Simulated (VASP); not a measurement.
Here is a VASP 6.6.1 calculation.

INCAR

```
ALGO = Fast
EDIFF = 1E-8
ENCUT = 600
GGA = PE
IBRION = 6
ISIF = 3
ISMEAR = -1
LASPH = T
LCHARG = F
LREAL = F
LWAVE = F
NELM = 60
NFREE = 2
NSW = 1
POTIM = 0.015
PREC = Accurate
SIGMA = 0.05
```

The input KPOINTS:

```
k-points
0
Gamma
  5 5 5
```

The input POSCAR:

```
Sn
1.0
    0.0000000000      3.2333428000      3.2333428000
    3.2333428000      0.0000000000      3.2333428000
    3.2333428000      3.2333428000      0.0000000000
Sn
2
Direct
    0.7500000000      0.7500000000      0.7500000000
    0.5000000000      0.5000000000      0.5000000000
```

Potentials or basis: VASP PAW PBE potentials, release 64 (Sn_d).

The run is started by

```console
$ cat potpaw_PBE.64/Sn_d/POTCAR > POTCAR
$ mpirun -np 1 vasp_std > vasp.out
```

Q: Estimate the elastic constants C11, C12, C44.

A: 68, 41, 7 GPa.

Q: What does it give for the Voigt bulk modulus?

A: 50 GPa.

Q: What does it give for the highest phonon frequency at Γ?

A: 185 cm⁻¹.

Clamped-ion elastic tensor (GPa):
```
68 41 41  0  0  0
41 68 41  0  0  0
41 41 68  0  0  0
 0  0  0 47  0  0
 0  0  0  0 47  0
 0  0  0  0  0 47
```

Caveat: the cell is under stress, which shifts elastic constants.
